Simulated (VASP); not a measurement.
Zn:

```
Zn
1.0
    -1.56904    1.56904    1.56904
     1.56904   -1.56904    1.56904
     1.56904    1.56904   -1.56904
Zn
1
Direct
  0.00000 0.00000 0.00000
```

```yaml
Program: VASP 6.6.1
Task: relaxation of cell and atoms
Functional: LDA
Potentials_or_basis: VASP PAW LDA potentials, release 64 (Zn)
Cutoff: 500 eV
k_mesh: 8 × 8 × 8
Occupations: gaussian, width 0.1 eV
Spin: no spin polarisation
```

At the start: pressure -8.9 GPa; volume 15.45 Å³/atom.

Where does the relaxation end?

Over 3 steps the energy falls by 60.1 meV/atom and the volume is 13.51 Å³/atom (-12.6 %); space group Im-3m (No. 229, to 0.05 Å).

The path:
```csv
step,energy change (eV),largest force (eV/Å),pressure (GPa),volume (Å³)
1,0.0000,0.0000,-8.87,15.45
2,-0.0600,0.0000,-0.72,13.62
3,-0.0601,0.0000,0.32,13.51
```

Final structure:
```cif
data_structure
_symmetry_space_group_name_H-M 'P 1'
_symmetry_Int_Tables_number 1
_cell_length_a 2.5984
_cell_length_b 2.5984
_cell_length_c 2.5984
_cell_angle_alpha 109.471
_cell_angle_beta 109.471
_cell_angle_gamma 109.471
_cell_volume 13.51
loop_
_atom_site_label
_atom_site_type_symbol
_atom_site_fract_x
_atom_site_fract_y
_atom_site_fract_z
_atom_site_occupancy
Zn1 Zn 0.00000 0.00000 0.00000 1
```
